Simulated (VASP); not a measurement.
Write the native input for VASP 6.6.1 that does the following.

```yaml
Task: single point
Functional: PBE
Potentials_or_basis: VASP PAW PBE potentials, release 64 (Se)
Cutoff: 520 eV
k_mesh: 12 × 12 × 12
Occupations: gaussian, width 0.1 eV
Spin: no spin polarisation
Dipole_correction: no
Further_INCAR_settings: ALGO = Normal; EDIFF = 1e-06; NBANDS = 13
```

The structure of Se lies in POSCAR:

```
Se
1.0
    0.0000000000      3.2504642101      3.2504642101
    3.2504642101      0.0000000000      3.2504642101
    3.2504642101      3.2504642101      0.0000000000
Se
2
Direct
    0.5000000000      0.5000000000      0.5000000000
    0.7500000000      0.7500000000      0.7500000000
```

This cell differs from its parent crystal: strained.

These files were run (other wordings do the same):

INCAR

```
SYSTEM = Se
ALGO = Normal ; EDIFF = 1E-6
ENCUT = 520 ; GGA = PE
ISIF = 2 ; ISMEAR = 0
LASPH = .TRUE. ; LCHARG = .TRUE.
LELF = .TRUE. ; LREAL = .FALSE.
LVHAR = .TRUE. ; LWAVE = .FALSE.
NBANDS = 13 ; NELM = 80
PREC = Accurate ; SIGMA = 0.1
```

KPOINTS

```
k-points
0
G
  12 12 12
  0 0 0
```

Potentials or basis: VASP PAW PBE potentials, release 64 (Se).

Command:

```bash
$ cat potpaw_PBE.64/Se/POTCAR > POTCAR
$ mpirun -np 1 vasp_std > vasp.out
```

Results of the run:

- Pressure: -2.6 GPa
- Band gap on the k mesh: zero (band 6 reaches 1.66 eV, above the bottom of band 7 at 0.71 eV)

Caveat: the cell differs from its parent crystal (strained).

It took 36 s on 1 thread of Intel(R) Xeon(R) Platinum 8488C (Sapphire Rapids) (shared host), peak memory 0.22 GiB.
